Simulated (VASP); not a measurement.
# Ru in VASP: single point with PBE

Aim: the single point of Ru with PBE.

Everything below comes from runs of VASP 6.6.1. Logs are shortened: lines on timing, memory, paths and dates and some standing lists are left out, and cuts for length are marked.

## 1. The cell of the first run

The cell holds a slab with vacuum, 6 atoms: a = 2.708 Å, b = 2.708 Å, c = 24.575 Å, α = 90.00°, β = 90.00°, γ = 90.00°.

## 2. Single point, PBE

INCAR

```
PREC = Accurate
ENCUT = 520
EDIFF = 1E-6
ISMEAR = -1
SIGMA = 0.05
LREAL = False
LASPH = True
NELM = 60
ALGO = Normal
ISIF = 2
LWAVE = False
LCHARG = False
LDIPOL = True
IDIPOL = 3
DIPOL = 0.5 0.5 0.500
GGA = PE
NBANDS = 51
```

KPOINTS

```
regular mesh
0
Gamma
  10 10 1
```

POSCAR

```
Ru
1.0
    2.7082189719      0.0000000000      0.0000000000
    0.0000000000      2.7082189719      0.0000000000
    0.0000000000      0.0000000000     24.5750000000
Ru
6
Direct
    0.5000000000      0.5000000000      0.3051881994
    0.0000000000      0.0000000000      0.3831129196
    0.5000000000      0.5000000000      0.4610376399
    0.0000000000      0.0000000000      0.5389623601
    0.5000000000      0.5000000000      0.6168870804
    0.0000000000      0.0000000000      0.6948118006
```

Potentials or basis: VASP PAW PBE potentials, release 64 (Ru_pv).

Launch:

```
$ cat potpaw_PBE.64/Ru_pv/POTCAR > POTCAR
$ mpirun -np 1 vasp_std > vasp.out
```

OUTCAR:

```text
PREC = Accurate
   ENCUT = 520
   EDIFF = 1E-6
   ISMEAR = -1
   LREAL = False
   LASPH = True
   NELM = 60
   ISIF = 2
   GGA = PE

 ion  position               nearest neighbor table
   1  0.500  0.500  0.305-   2 2.71   2 2.71   2 2.71   2 2.71
   2  0.000  0.000  0.383-   1 2.71   1 2.71   1 2.71   1 2.71   3 2.71   3 2.71   3 2.71   3 2.71

   3  0.500  0.500  0.461-   4 2.71   4 2.71   4 2.71   4 2.71   2 2.71   2 2.71   2 2.71   2 2.71

   4  0.000  0.000  0.539-   3 2.71   3 2.71   3 2.71   3 2.71   5 2.71   5 2.71   5 2.71   5 2.71

   5  0.500  0.500  0.617-   6 2.71   6 2.71   6 2.71   6 2.71   4 2.71   4 2.71   4 2.71   4 2.71

   6  0.000  0.000  0.695-   5 2.71   5 2.71   5 2.71   5 2.71

  LATTYP: Found a simple tetragonal cell.
 ALAT       =     2.7082189719
 C/A-ratio  =     9.0742293201

  Lattice vectors:

 A1 = (   2.7082189719,   0.0000000000,   0.0000000000)
 A2 = (   0.0000000000,   2.7082189719,   0.0000000000)
 A3 = (   0.0000000000,   0.0000000000,  24.5750000000)

Analysis of symmetry for initial positions (statically):
=====================================================================
 Subroutine PRICEL returns:
 Original cell was already a primitive cell.

 Routine SETGRP: Setting up the symmetry group for a
 simple tetragonal supercell.

 Subroutine GETGRP returns: Found 16 space group operations
 (whereof  8 operations were pure point group operations)
 out of a pool of 16 trial point group operations.

The static configuration has the point symmetry C_4v.
 The point group associated with its full space group is D_4h.

Analysis of symmetry for dynamics (positions and initial velocities):
=====================================================================
 Subroutine PRICEL returns:
 Original cell was already a primitive cell.

 Routine SETGRP: Setting up the symmetry group for a
 simple tetragonal supercell.

 Subroutine GETGRP returns: Found 16 space group operations
 (whereof  8 operations were pure point group operations)
 out of a pool of 16 trial point group operations.

The dynamic configuration has the point symmetry C_4v.
 The point group associated with its full space group is D_4h.

 Subroutine INISYM returns: Found 16 space group operations
 (whereof  8 operations are pure point group operations),
 and found     1 'primitive' translations

----------------------------------------------------------------------------------------

                                     Primitive cell

  volume of cell :     180.2441

  direct lattice vectors                    reciprocal lattice vectors
     2.708218972  0.000000000  0.000000000     0.369246361  0.000000000  0.000000000
     0.000000000  2.708218972  0.000000000     0.000000000  0.369246361  0.000000000
     0.000000000  0.000000000 24.575000000     0.000000000  0.000000000  0.040691760

  length of vectors
     2.708218972  2.708218972 24.575000000     0.369246361  0.369246361  0.040691760

  position of ions in fractional coordinates (direct lattice)
     0.500000000  0.500000000  0.305188199
     0.000000000  0.000000000  0.383112920
     0.500000000  0.500000000  0.461037640
     0.000000000  0.000000000  0.538962360
     0.500000000  0.500000000  0.616887080
     0.000000000  0.000000000  0.694811801

  ion indices of the primitive-cell ions
   primitive index   ion index
                 1           1
                 2           2
                 3           3
                 4           4
                 5           5
                 6           6

----------------------------------------------------------------------------------------

 KPOINTS: regular mesh

Automatic generation of k-mesh.
 Grid dimensions read from file:
 generate k-points for:   10   10    1

 Generating k-lattice:

  Cartesian coordinates                     Fractional coordinates (reciprocal lattice)
     0.036924636  0.000000000  0.000000000     0.100000000  0.000000000  0.000000000
     0.000000000  0.036924636  0.000000000     0.000000000  0.100000000  0.000000000
     0.000000000  0.000000000  0.040691760     0.000000000  0.000000000  1.000000000

  Length of vectors
     0.036924636  0.036924636  0.040691760

  Shift w.r.t. Gamma in fractional coordinates (k-lattice)
     0.000000000  0.000000000  0.000000000

 Subroutine IBZKPT returns following result:
 ===========================================

 Found     21 irreducible k-points:

 Following reciprocal coordinates:
            Coordinates               Weight
  0.000000  0.000000  0.000000      1.000000
  0.100000  0.000000  0.000000      4.000000
  0.200000  0.000000  0.000000      4.000000
  0.300000  0.000000  0.000000      4.000000
  0.400000  0.000000  0.000000      4.000000
  0.500000  0.000000  0.000000      2.000000
[... 13 lines left out ...]
  0.500000  0.400000  0.000000      4.000000
  0.500000  0.500000  0.000000      1.000000
   k-points           NKPTS =     21   k-points in BZ     NKDIM =     21   number of bands    NBANDS=     51
   number of dos      NEDOS =    301   number of ions     NIONS =      6
   total plane-waves  NPLWV =  76800
   dimension x,y,z NGX =    20 NGY =   20 NGZ =  192
   dimension x,y,z NGXF=    40 NGYF=   40 NGZF=  384
   ions per type =               6
   NGX,Y,Z   is equivalent  to a cutoff of  12.28, 12.28, 12.99 a.u.
   NGXF,Y,Z  is equivalent  to a cutoff of  24.55, 24.55, 25.98 a.u.
 SYSTEM =  unknown system
   PREC   = accura    normal or accurate (medium, high low for compatibility)
   ISTART =      0    job   : 0-new  1-cont  2-samecut
   ICHARG =      2    charge: 1-file 2-atom 10-const
   ISPIN  =      1    spin polarized calculation?
   LNONCOLLINEAR =      F non collinear calculations
   LSORBIT =      F    spin-orbit coupling
   LASPH  =      T    aspherical Exc in radial PAW
   ENCUT  =  520.0 eV  38.22 Ry    6.18 a.u.   5.04  5.04 45.69*2*pi/ulx,y,z
   NELM   =     60;   NELMIN=  2; NELMDL= -5     # of ELM steps
   EDIFF  = 0.1E-05   stopping-criterion for ELM
   LREAL  =      F    real-space projection
   EDIFFG = 0.1E-04   stopping-criterion for IOM
   NSW    =      0    number of steps for IOM
   IBRION =     -1    ionic relax: 0-MD 1-quasi-New 2-CG
   NFREE  =      0    steps in history (QN), initial steepest desc. (CG)
   ISIF   =      2    stress and relaxation
   ISYM   =      2    0-nonsym 1-usesym 2-fastsym
   POTIM  = 0.5000    time-step for ionic-motion
   TEBEG  =    0.0;   TEEND  =   0.0 temperature during run
   PSTRESS=    0.0 pullay stress
   NELECT =      84.0000    total number of electrons
   NUPDOWN=      -1.0000    fix difference up-down
   EMIN   =  10.00;   EMAX   =-10.00  energy-range for DOS
   EFERMI =   0.00;   METHOD = LEGACY
   ISMEAR =    -1;   SIGMA  =   0.05  broadening in eV -4-tet -1-fermi 0-gaus
   EFERMI_NEDOS =   21; number of points for ismear=-14 and -15
   IALGO  =     38    algorithm
   IMIX   =      4    mixing-type and parameters
     AMIX     =   0.40;   BMIX     =  1.00
     AMIX_MAG =   1.60;   BMIX_MAG =  1.00
  volume/ion in A,a.u.               =      30.04       202.72
  Fermi-wavevector in a.u.,A,eV,Ry     =   1.269251  2.398537 21.918965  1.610998
  Thomas-Fermi vector in A             =   2.402302
   LORBIT       =      0    0 simple, 1 ext, 2 COOP (PROOUT), +10 PAW based schemes
   GGA     = PE    functional components
   LHFCALC =     F    Hartree Fock is set to
   AEXX    =    0.0000 exact exchange contribution
   IVDW    =     0    specifies the selected vdW correction
   LEPSILON=     F    determine dielectric tensor
   LRPA    =     F    only Hartree local field effects (RPA)
 non-spin polarized calculation
  energy-cutoff  :      520.00
  volume of cell :      180.24
 maximum number of plane-waves:      4892
   NGX = 11   NGY = 11   NGZ = 91

 number of electron      84.0000047 magnetization

 dipolmoment           0.000000      0.000000      0.000000 electrons x Angstroem

 Free energy of the ion-electron system (eV)
  ---------------------------------------------------
  ext. energy  EPLUGINS =         0.00000000
  ---------------------------------------------------
  free energy    TOTEN  =       -51.80534581 eV

  energy without entropy =      -51.73436449  energy(sigma->0) =      -51.76985515

 E-fermi :   3.1713     XC(G=0):  -7.3678

 val. band max:        3.1601113793   @ k =   0.1000   0.1000   0.0000
 cond. band min:       3.1755114883   @ k =   0.3000   0.3000   0.0000
 fundamental gap:      0.0154001090
 Fermi energy:         3.1712601592

 k-point     1 :       0.0000    0.0000    0.0000
  band No.  band energies     occupation
      1     -40.1015      2.00000
      2     -39.9657      2.00000
      3     -39.7002      2.00000
      4     -39.6064      2.00000
      5     -39.6064      2.00000
      6     -39.5765      2.00000
[... 43 lines left out ...]
     50       4.5531      0.00000
     51       4.7517      0.00000

 k-point     2 :       0.1000    0.0000    0.0000
  band No.  band energies     occupation
      1     -40.0829      2.00000
      2     -39.9659      2.00000
      3     -39.7511      2.00000
      4     -39.6594      2.00000
      5     -39.5962      2.00000
      6     -39.5818      2.00000
[... 43 lines left out ...]
     50       4.3961      0.00000
     51       4.5067      0.00000

 k-point     3 :       0.2000    0.0000    0.0000
  band No.  band energies     occupation
      1     -40.0393      2.00000
      2     -39.9815      2.00000
      3     -39.8670      2.00000
      4     -39.7978      2.00000
      5     -39.6419      2.00000
      6     -39.6090      2.00000
[... 43 lines left out ...]
     50       4.4535      0.00000
     51       4.8571      0.00000
[... 865 lines left out ...]
 k-point    20 :       0.5000    0.4000    0.0000
  band No.  band energies     occupation
      1     -40.1081      2.00000
      2     -40.1081      2.00000
      3     -40.0519      2.00000
      4     -40.0519      2.00000
      5     -39.8726      2.00000
      6     -39.8726      2.00000
[... 43 lines left out ...]
     50       7.7376      0.00000
     51       9.2460      0.00000

 k-point    21 :       0.5000    0.5000    0.0000
  band No.  band energies     occupation
      1     -40.1323      2.00000
      2     -40.1323      2.00000
      3     -40.0680      2.00000
      4     -40.0680      2.00000
      5     -39.8701      2.00000
      6     -39.8701      2.00000
[... 43 lines left out ...]
     50       7.5266      0.00000
     51       9.4489      0.00000

------------------------ aborting loop because EDIFF is reached ----------------------------------------

 vacuum level on the upper side and lower side of the slab       (xc-potential included)        -0.157        -0.157

  FORCE on cell =-STRESS in cart. coord.  units (eV):
  Direction    XX          YY          ZZ          XY          YZ          ZX
  --------------------------------------------------------------------------------------
  -------------------------------------------------------------------------------------
  Total       -6.6329607     -6.6329607     -5.0369544      0.0000000     -0.0000000      0.0000000
  in kB      -58.9599260    -58.9599260    -44.7731368      0.0000000     -0.0000000      0.0000000
  external PRESSURE =     -54.2309963 kB  Pullay stress =       0.0000000 kB

 VOLUME and BASIS-vectors are now :
 -----------------------------------------------------------------------------
  energy-cutoff  :      520.00
  volume of cell :      180.24
      direct lattice vectors                 reciprocal lattice vectors
     2.708218972  0.000000000  0.000000000     0.369246361  0.000000000  0.000000000
     0.000000000  2.708218972  0.000000000     0.000000000  0.369246361  0.000000000
     0.000000000  0.000000000 24.575000000     0.000000000  0.000000000  0.040691760

 POSITION                                       TOTAL-FORCE (eV/Angst)
 -----------------------------------------------------------------------------------
      1.35411      1.35411      7.50000         0.000000     -0.000000      0.963138
      0.00000      0.00000      9.41500         0.000000      0.000000     -0.788268
      1.35411      1.35411     11.33000         0.000000     -0.000000      0.139792
      0.00000      0.00000     13.24500         0.000000      0.000000     -0.139792
      1.35411      1.35411     15.16000        -0.000000     -0.000000      0.788268
      0.00000      0.00000     17.07500         0.000000      0.000000     -0.963138
 -----------------------------------------------------------------------------------
    total drift:                               -0.000000     -0.000000      0.000000

  FREE ENERGIE OF THE ION-ELECTRON SYSTEM (eV)
  ---------------------------------------------------
  free  energy   TOTEN  =       -51.8053458073 eV

  energy  without entropy=      -51.7343644916  energy(sigma->0) =      -51.76985515

 vacuum level on the upper side and lower side of the slab         7.877         7.877
```

It used 900 s of CPU time on 1 thread of AMD EPYC 7R13 Processor (Zen 3), with other jobs on the host.

What came out:

| Property | Result |
| --- | --- |
| Free energy | -51.8053 eV |
| Largest force | 0.963 eV/Å |
| Band gap on the k mesh | zero (band 42 reaches 4.49 eV, above the bottom of band 43 at 2.55 eV) |

Forces on the atoms (eV/Å):
```
Ru   0.000  0.000  0.963
Ru   0.000  0.000 -0.788
Ru   0.000  0.000  0.140
Ru   0.000  0.000 -0.140
Ru   0.000  0.000  0.788
Ru   0.000  0.000 -0.963
```
